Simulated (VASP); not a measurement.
# Ca (P6_3/mmc) in VASP: further runs, part 2 of 2

VASP 6.6.1. Earlier steps stand in the parts before.

## 4. Single point, r2SCAN (48.51 Å³/atom)

This run uses another cell than the first one, of 48.51 Å³/atom.

POSCAR

```
Ca
1.0
    4.0876527049      0.0000000000      0.0000000000
   -2.0438263524      3.5400110843      0.0000000000
    0.0000000000      0.0000000000     13.4091163357
Ca
4
Direct
    0.0000000000      1.0000000000      1.0000000000
    1.0000000000      1.0000000000      0.5000000000
    0.3333333333      0.6666666667      0.2500000000
    0.6666666667      0.3333333333      0.7500000000
```

INCAR.step1

```
SYSTEM = Ca
PREC = Accurate
ENCUT = 520
ISMEAR = -1
SIGMA = 0.1
LREAL = .False.
LASPH = .True.
NELM = 100
NBANDS = 28
GGA = PE
ALGO = Normal
EDIFF = 1E-4
LWAVE = .True.
LCHARG = .False.
```

INCAR.step2

```
SYSTEM = Ca
PREC = Accurate
ENCUT = 520
EDIFF = 1E-6
ISMEAR = -1
SIGMA = 0.1
LREAL = .False.
LASPH = .True.
NELM = 100
ALGO = Normal
ISIF = 2
LWAVE = .False.
LCHARG = .False.
METAGGA = R2SCAN
LMIXTAU = .True.
NBANDS = 28
ISTART = 1
```

KPOINTS

```
Automatic mesh
0
Gamma
  10 10 3
  0 0 0
```

Potentials or basis: VASP PAW PBE potentials, release 64 (Ca_sv).

The run is started by

```sh
cat potpaw_PBE.64/Ca_sv/POTCAR > POTCAR
cp INCAR.step1 INCAR
mpirun -np 1 vasp_std > vasp.out
cp INCAR.step2 INCAR
mpirun -np 1 vasp_std > vasp.out
```

OUTCAR:

```text
SYSTEM = Ca
   PREC = Accurate
   ENCUT = 520
   EDIFF = 1E-6
   ISMEAR = -1
   LREAL = .False.
   LASPH = .True.
   NELM = 100
   ISIF = 2
   METAGGA = R2SCAN
   ISTART = 1

 ion  position               nearest neighbor table
   1  0.000  0.000  0.000-
   2  0.000  0.000  0.500-
   3  0.333  0.667  0.250-
   4  0.667  0.333  0.750-

  LATTYP: Found a hexagonal cell.
 ALAT       =     4.0876527049
 C/A-ratio  =     3.2803952057

  Lattice vectors:

 A1 = (   4.0876527049,   0.0000000000,   0.0000000000)
 A2 = (  -2.0438263524,   3.5400110843,   0.0000000000)
 A3 = (   0.0000000000,   0.0000000000,  13.4091163357)

Analysis of symmetry for initial positions (statically):
=====================================================================
 Subroutine PRICEL returns:
 Original cell was already a primitive cell.

 Routine SETGRP: Setting up the symmetry group for a
 hexagonal supercell.

 Subroutine GETGRP returns: Found 24 space group operations
 (whereof 12 operations were pure point group operations)
 out of a pool of 24 trial point group operations.

The static configuration has the point symmetry D_3d.
 The point group associated with its full space group is D_6h.

Analysis of symmetry for dynamics (positions and initial velocities):
=====================================================================
 Subroutine PRICEL returns:
 Original cell was already a primitive cell.

 Routine SETGRP: Setting up the symmetry group for a
 hexagonal supercell.

 Subroutine GETGRP returns: Found 24 space group operations
 (whereof 12 operations were pure point group operations)
 out of a pool of 24 trial point group operations.

The dynamic configuration has the point symmetry D_3d.
 The point group associated with its full space group is D_6h.

 Subroutine INISYM returns: Found 24 space group operations
 (whereof 12 operations are pure point group operations),
 and found     1 'primitive' translations

----------------------------------------------------------------------------------------

                                     Primitive cell

  volume of cell :     194.0344

  direct lattice vectors                    reciprocal lattice vectors
     4.087652705  0.000000000  0.000000000     0.244639179  0.141242496  0.000000000
    -2.043826352  3.540011084  0.000000000     0.000000000  0.282484991  0.000000000
     0.000000000  0.000000000 13.409116336     0.000000000  0.000000000  0.074576130

  length of vectors
     4.087652705  4.087652705 13.409116336     0.282484991  0.282484991  0.074576130

  position of ions in fractional coordinates (direct lattice)
     0.000000000  0.000000000  0.000000000
     0.000000000  0.000000000  0.500000000
     0.333333333  0.666666667  0.250000000
     0.666666667  0.333333333  0.750000000

  ion indices of the primitive-cell ions
   primitive index   ion index
                 1           1
                 2           2
                 3           3
                 4           4

----------------------------------------------------------------------------------------

 KPOINTS: Automatic mesh

Automatic generation of k-mesh.
 Grid dimensions read from file:
 generate k-points for:   10   10    3

 Generating k-lattice:

  Cartesian coordinates                     Fractional coordinates (reciprocal lattice)
     0.024463918  0.014124250  0.000000000     0.100000000  0.000000000  0.000000000
     0.000000000  0.028248499  0.000000000     0.000000000  0.100000000  0.000000000
     0.000000000  0.000000000  0.024858710     0.000000000  0.000000000  0.333333333

  Length of vectors
     0.028248499  0.028248499  0.024858710

  Shift w.r.t. Gamma in fractional coordinates (k-lattice)
     0.000000000  0.000000000  0.000000000

 Subroutine IBZKPT returns following result:
 ===========================================

 Found     28 irreducible k-points:

 Following reciprocal coordinates:
            Coordinates               Weight
  0.000000  0.000000  0.000000      1.000000
  0.100000 -0.000000  0.000000      6.000000
  0.200000 -0.000000  0.000000      6.000000
  0.300000 -0.000000  0.000000      6.000000
  0.400000 -0.000000  0.000000      6.000000
  0.500000 -0.000000  0.000000      3.000000
[... 16 lines left out ...]
  0.300000  0.100000  0.333333     24.000000
  0.400000  0.100000  0.333333     24.000000
 [... further k-points ...]
   k-points           NKPTS =     28   k-points in BZ     NKDIM =     28   number of bands    NBANDS=     28
   number of dos      NEDOS =    301   number of ions     NIONS =      4
   total plane-waves  NPLWV =  90000
   dimension x,y,z NGX =    30 NGY =   30 NGZ =  100
   dimension x,y,z NGXF=    60 NGYF=   60 NGZF=  200
   ions per type =               4
   NGX,Y,Z   is equivalent  to a cutoff of  12.20, 12.20, 12.40 a.u.
   NGXF,Y,Z  is equivalent  to a cutoff of  24.40, 24.40, 24.80 a.u.
 SYSTEM =  Ca
   PREC   = accura    normal or accurate (medium, high low for compatibility)
   ISTART =      1    job   : 0-new  1-cont  2-samecut
   ICHARG =      0    charge: 1-file 2-atom 10-const
   ISPIN  =      1    spin polarized calculation?
   LNONCOLLINEAR =      F non collinear calculations
   LSORBIT =      F    spin-orbit coupling
   LASPH  =      T    aspherical Exc in radial PAW
   ENCUT  =  520.0 eV  38.22 Ry    6.18 a.u.   7.60  7.60 24.93*2*pi/ulx,y,z
   NELM   =    100;   NELMIN=  2; NELMDL=  0     # of ELM steps
   EDIFF  = 0.1E-05   stopping-criterion for ELM
   LREAL  =      F    real-space projection
   EDIFFG = 0.1E-04   stopping-criterion for IOM
   NSW    =      0    number of steps for IOM
   IBRION =     -1    ionic relax: 0-MD 1-quasi-New 2-CG
   NFREE  =      0    steps in history (QN), initial steepest desc. (CG)
   ISIF   =      2    stress and relaxation
   ISYM   =      2    0-nonsym 1-usesym 2-fastsym
   POTIM  = 0.5000    time-step for ionic-motion
   TEBEG  =    0.0;   TEEND  =   0.0 temperature during run
   PSTRESS=    0.0 pullay stress
   NELECT =      40.0000    total number of electrons
   NUPDOWN=      -1.0000    fix difference up-down
   EMIN   =  10.00;   EMAX   =-10.00  energy-range for DOS
   EFERMI =   0.00;   METHOD = LEGACY
   ISMEAR =    -1;   SIGMA  =   0.10  broadening in eV -4-tet -1-fermi 0-gaus
   EFERMI_NEDOS =   21; number of points for ismear=-14 and -15
   IALGO  =     38    algorithm
   IMIX   =      4    mixing-type and parameters
     AMIX     =   0.40;   BMIX     =  1.00
     AMIX_MAG =   1.60;   BMIX_MAG =  1.00
  volume/ion in A,a.u.               =      48.51       327.35
  Fermi-wavevector in a.u.,A,eV,Ry     =   0.967094  1.827542 12.725125  0.935270
  Thomas-Fermi vector in A             =   2.096951
   LORBIT       =      0    0 simple, 1 ext, 2 COOP (PROOUT), +10 PAW based schemes
   METAGGA = R2SCAN    functional components
   LHFCALC =     F    Hartree Fock is set to
   AEXX    =    0.0000 exact exchange contribution
   IVDW    =     0    specifies the selected vdW correction
   LEPSILON=     F    determine dielectric tensor
   LRPA    =     F    only Hartree local field effects (RPA)
 non-spin polarized calculation
  energy-cutoff  :      520.00
  volume of cell :      194.03
 maximum number of plane-waves:      5259
   NGX = 15   NGY = 15   NGZ = 49

 number of electron      39.9999993 magnetization

 Free energy of the ion-electron system (eV)
  ---------------------------------------------------
  ext. energy  EPLUGINS =         0.00000000
  ---------------------------------------------------
  free energy    TOTEN  =       -28.08443166 eV

  energy without entropy =      -27.92995605  energy(sigma->0) =      -28.00719385

 E-fermi :   1.5059     XC(G=0):  -7.7756

 val. band max:        1.4826052636   @ k =   0.4000   0.1000   0.3333
 cond. band min:       1.5095947507   @ k =   0.4000   0.2000   0.0000
 fundamental gap:      0.0269894871
 Fermi energy:         1.5058660885

 k-point     1 :       0.0000    0.0000    0.0000
  band No.  band energies     occupation
      1     -42.6356      2.00000
      2     -42.6341      2.00000
      3     -42.6269      2.00000
      4     -42.6254      2.00000
      5     -22.7575      2.00000
      6     -22.7168      2.00000
[... 20 lines left out ...]
     27       3.9541      0.00000
[... 691 lines left out ...]
      6     -22.7549      2.00000
[... 20 lines left out ...]
     27       3.3193      0.00000
     28       3.5782      0.00000

 [... further k-points ...]

------------------------ aborting loop because EDIFF is reached ----------------------------------------

  FORCE on cell =-STRESS in cart. coord.  units (eV):
  Direction    XX          YY          ZZ          XY          YZ          ZX
  --------------------------------------------------------------------------------------
  -------------------------------------------------------------------------------------
  Total       -1.9503940     -1.9503940     -2.0041444     -0.0000000      0.0000000      0.0000000
  in kB      -16.1047566    -16.1047566    -16.5485834     -0.0000000      0.0000000      0.0000000
  external PRESSURE =     -16.2526989 kB  Pullay stress =       0.0000000 kB

 VOLUME and BASIS-vectors are now :
 -----------------------------------------------------------------------------
  energy-cutoff  :      520.00
  volume of cell :      194.03
      direct lattice vectors                 reciprocal lattice vectors
     4.087652705  0.000000000  0.000000000     0.244639179  0.141242496  0.000000000
    -2.043826352  3.540011084  0.000000000     0.000000000  0.282484991  0.000000000
     0.000000000  0.000000000 13.409116336     0.000000000  0.000000000  0.074576130

 POSITION                                       TOTAL-FORCE (eV/Angst)
 -----------------------------------------------------------------------------------
      0.00000      0.00000      0.00000        -0.000000      0.000000     -0.000000
      0.00000      0.00000      6.70456        -0.000000      0.000000     -0.000000
     -0.00000      2.36001      3.35228        -0.000000      0.000000      0.000000
      2.04383      1.18000     10.05684         0.000000     -0.000000     -0.000000
 -----------------------------------------------------------------------------------
    total drift:                               -0.000000      0.000000     -0.000000

  FREE ENERGIE OF THE ION-ELECTRON SYSTEM (eV)
  ---------------------------------------------------
  free  energy   TOTEN  =       -28.0844316612 eV

  energy  without entropy=      -27.9299560469  energy(sigma->0) =      -28.00719385
```

Run time: 7.4 min. Hardware: 1 thread of Oxide Virtual Turin-like, shared host; peak memory 0.34 GiB.

What came out:

```
Free energy            : -28.0844 eV
Pressure               : -1.6 GPa
Band gap on the k mesh : zero (bands 20 and 21 overlap by 0.59 eV)
```

Caveat: the PAW data sets were made with another functional, which shifts forces and pressure a little.

## 5. Overview

```csv
cell,gap on the mesh (eV),pressure (GPa)
"a = 3.988, b = 3.988, c = 13.082 Å, angles 90.0, 90.0, 120.0°, 4 atoms",none,-0.6
"a = 4.038, b = 4.038, c = 13.248 Å, angles 90.0, 90.0, 120.0°, 4 atoms",none,-1.2
"a = 4.088, b = 4.088, c = 13.409 Å, angles 90.0, 90.0, 120.0°, 4 atoms",none,-1.6
```

Alike in all rows: task single point; level r2SCAN; potentials or basis VASP PAW PBE potentials, release 64 (Ca_sv); no spin polarisation; k mesh 10 × 10 × 3; cutoff (eV) 520; smearing fermi-dirac 0.1 eV.

Caveats: the PAW data sets were made with another functional, which shifts forces and pressure a little.

Total energies depend on the potentials used, so only differences within one code and one set of settings carry meaning.

The gap in the log of VASP goes by the Fermi energy; the results here count the filled bands.